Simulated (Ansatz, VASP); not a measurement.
# ZrNb2C3: VASP beside Ansatz

```xyz
6
Lattice="3.2209 0.0000 0.0000 -1.6105 2.7894 0.0000 0.0000 0.0000 7.8877" Properties=species:S:1:pos:R:3 pbc="T T T"
Zr    0.0000    0.0000    3.9438
Nb    0.0000    1.8596    1.2635
Nb    1.6105    0.9298    6.6242
C     0.0000    1.8596    5.3322
C     1.6105    0.9298    2.5555
C     0.0000    0.0000    0.0000
```

Change from the starting cell: species swapped into the NaFe2O3 type (P-3m1, No. 164).

Alike in both runs: functional PBE; k mesh 12 × 12 × 6; occupations gaussian, width 0.1 eV; no spin polarisation.

Ansatz relaxed the structure, and its values are those at the end. VASP's run is a single point on that final structure, the one shown.

```csv
,VASP,Ansatz
version,VASP 6.6.1,Ansatz 0.2.0
potentials or method,"VASP PAW PBE potentials, release 64 (Zr_sv, Nb_sv, C), cutoff 520 eV","scalar-relativistic, plane waves, PAW"
valence electrons in the cell,50,50
```

```tsv
	VASP	Ansatz	Ansatz less VASP
gap on the k mesh at the Fermi level (eV)	none	none	-
pressure (GPa)	-0.2	0.0	+0.17
rms of the force components (eV/Å)	0.009	0.000	-0.0089
```

A gap of «none» marks a metal or a gap that the smearing closes. With one functional, cell and mesh, what is left measures potentials, basis and numerics.
